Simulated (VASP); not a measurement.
# Sc4SiN: single point with PBE

Sc4SiN:

```xyz
6
Lattice="4.0537 -3.5528 0.0000 4.0537 3.5528 0.0000 0.0000 0.0000 4.7867" Properties=species:S:1:pos:R:3 pbc="T T T"
Sc    4.0537   -1.6232    0.0000
Sc    4.0537    1.6232    0.0000
Sc    2.0269   -1.7764    2.3934
Sc    2.0269    1.7764    2.3934
Si    4.0537    0.0000    2.3934
N     0.0000    0.0000    0.0000
```

The cell was generated, and may not be a known phase.

```json
{"Program": "VASP 6.6.1", "Task": "single point", "Functional": "PBE", "Potentials or basis": "VASP PAW PBE potentials, release 64 (Sc_sv, Si, N)", "Cutoff": "600 eV", "k mesh": "4 × 4 × 4", "Occupations": "gaussian, width 0.1 eV", "Spin": "no spin polarisation", "Dipole correction": "no", "Further INCAR settings": "ALGO = Normal; EDIFF = 1e-06; NBANDS = 36"}
```

| Item | Value |
| --- | --- |
| Pressure | 0.2 GPa |
| Largest force | 0.106 eV/Å |
| Band gap on the k mesh | zero (an odd number of electrons rules out a gap without spin polarisation) |

Forces on the atoms (eV/Å):
```
Sc   0.000  0.106  0.000
Sc   0.000 -0.106  0.000
Sc   0.000  0.000  0.000
Sc   0.000  0.000  0.000
Si   0.000  0.000  0.000
N    0.000  0.000  0.000
```

Stress tensor (GPa, compression positive):
```
 0.01  0.00  0.00
 0.00  0.50  0.00
 0.00  0.00 -0.02
```

Levels at points of the mesh, in eV from the Fermi level:
```
           k point  band 23  band 24  band 25  band 26  band 27  band 28  band 29  band 30
(0.00, 0.00, 0.00)    -1.99    -1.52    -1.06    -0.86    -0.24    -0.21    -0.06     0.66
(0.50, 0.00, 0.00)    -2.18    -1.98    -0.64    -0.47    -0.13     0.00     0.36     0.38
(0.50, 0.50, 0.00)    -2.32    -1.80    -0.85    -0.48     0.20     0.25     0.57     0.85
(0.00, 0.00, 0.50)    -1.33    -1.18    -0.51    -0.23    -0.17    -0.05     0.24     0.85
(0.50, 0.00, 0.50)    -1.82    -1.64    -0.72    -0.18     0.05     0.36     0.64     0.88
(0.50, 0.50, 0.50)    -2.49    -2.46    -0.22    -0.10     0.07     0.29     0.53     0.76
```

Run time: 2.3 min on 1 thread of Intel(R) Xeon(R) Platinum 8259CL CPU @ 2.50GHz (Skylake/Cascade Lake) (shared host), peak memory 0.35 GiB.
